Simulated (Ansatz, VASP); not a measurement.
Al in VASP and in Ansatz

```
CELL_PARAMETERS angstrom
-1.55281 1.55281 1.61751
1.55281 -1.55281 1.61751
3.10562 3.10562 0.00000
ATOMIC_POSITIONS crystal
Al 0.09770 0.90230 0.00000
Al 0.40230 0.59770 0.50000
```

Change from the starting cell: mode 1 frozen in at -0.447 Å, equal normal strain along x and y -0.0400.

Alike in both runs: task single point; functional PBE; k mesh 20 × 20 × 12; occupations gaussian, width 0.15 eV; no spin polarisation.

|  | VASP | Ansatz |
| --- | --- | --- |
| version | VASP 6.6.1 | Ansatz 0.2.0 |
| potentials or method | VASP PAW PBE potentials, release 64 (Al), cutoff 520 eV | scalar-relativistic, plane waves, PAW |
| valence electrons in the cell | 6 | 6 |

```tsv
	VASP	Ansatz	Ansatz less VASP
gap on the k mesh at the Fermi level (eV)	none	none	-
pressure (GPa)	10.1	10.1	+0.02
traceless stress, the component that is largest in VASP (GPa)	-6.78	-6.80	-0.022
rms of the force components (eV/Å)	0.378	0.379	+0.0007
```

Atom by atom the forces differ by 0.001 eV/Å (rms over components). A gap of «none» marks a metal or a gap that the smearing closes.
